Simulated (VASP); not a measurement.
Runs of VASP 6.6.1 on Pd. The structure is that of space group P6_3/mmc (No. 194), or close to it. The cells are those of the table. This isn't the form of Pd at room conditions, which is fcc.

```csv
cell,gap on the mesh (eV),pressure (GPa),moment (μB)
"a = 2.717, b = 2.717, c = 4.533 Å, angles 90.0, 90.0, 120.0°, 2 atoms",none,15.2,0.55
"a = 2.893, b = 2.893, c = 4.859 Å, angles 90.0, 90.0, 120.0°, 2 atoms",none,(b),0.77
"a = 2.831, b = 2.831, c = 4.722 Å, angles 90.0, 90.0, 120.0°, 2 atoms",none,-5.5,0.75
"a = 2.866, b = 2.866, c = 4.782 Å, angles 90.0, 90.0, 120.0°, 2 atoms",none,(c),0.76
"a = 2.859, b = 2.859, c = 4.801 Å, angles 90.0, 90.0, 120.0°, 2 atoms",none,(a),0.76
```

Alike in all rows: task single point; level revPBE; potentials or basis VASP PAW PBE potentials, release 64 (Pd); spin collinear; k mesh 15 × 15 × 8; cutoff (eV) 520; smearing fermi-dirac 0.05 eV.

Problem. Estimate the missing entries.

Solution. (a) -9.4; (b) -12.4; (c) -9.5.

Caveats: the PAW data sets were made with another functional, which shifts forces and pressure a little; the cell stands under tension (at least some runs); the cell stands under pressure (at least some runs).

A k mesh can miss the band edges, and the runs leave out spin-orbit coupling on Pd.

A gap of «none» marks levels without a gap at the run's occupations.
